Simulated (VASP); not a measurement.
Here is a VASP 6.6.1 calculation.

The input INCAR:

```
ALGO     = Normal         # electronic algorithm
EDIFF    = 1E-6           # SCF threshold, eV
ENCUT    = 520            # plane-wave cutoff, eV
GGA      = PE             # functional
ISIF     = 2              # what is computed and relaxed
ISMEAR   = 0              # smearing method
IVDW     = 12             # dispersion correction
LASPH    = T              # aspherical terms in the spheres
LCHARG   = F              # write CHGCAR
LREAL    = F              # projectors in reciprocal space
LWAVE    = F              # write WAVECAR
NBANDS   = 50             # bands
NELM     = 80             # most SCF steps
PREC     = Accurate       # precision mode
SIGMA    = 0.05           # smearing width, eV
```

The input KPOINTS:

```
k-points
0
Gamma
  8 8 3
```

The input POSCAR:

```
SnSe
1.0
    0.0000000000     -4.1672321195      0.0000000000
    0.0000000000      0.0000000000     -4.3883961024
   11.9836155581      0.0000000000      0.0000000000
Sn Se
4 4
Direct
    0.7500000000      0.9039441748      0.5918850474
    0.2500000000      0.0960558252      0.3663913177
    0.2500000000      0.4039441748      0.8455295003
    0.7500000000      0.5960558252      0.1127468648
    0.7500000000      0.5230073193      0.3420990584
    0.2500000000      0.4769926807      0.6161773068
    0.2500000000      0.0230073193      0.1370391242
    0.7500000000      0.9769926807      0.8212372409
```

Potentials or basis: VASP PAW PBE potentials, release 64 (Sn_d, Se).

The run is started by

```sh
$ cat potpaw_PBE.64/Sn_d/POTCAR potpaw_PBE.64/Se/POTCAR > POTCAR
$ mpirun -np 1 vasp_std > vasp.out
```

**Question.** What does it give for the band gap on the k mesh?

**Answer.** 0.46 eV (least direct gap 0.88 eV).

**Question.** Predict the dispersion energy per atom.

**Answer.** -0.354 eV.

**Question.** Predict the pressure.

**Answer.** -0.3 GPa.

**Question.** Predict the largest force.

**Answer.** 0.145 eV/Å.

Stress tensor (GPa, compression positive):
```
-1.28  0.00 -0.08
 0.00  0.17  0.00
-0.08  0.00  0.13
```

Caveat: the cell differs from its parent crystal (the distance across one plane changed); spin-orbit coupling is left out, which moves the levels of the heavy elements; an odd mesh through Γ misses points on the zone boundary, where band edges can lie.
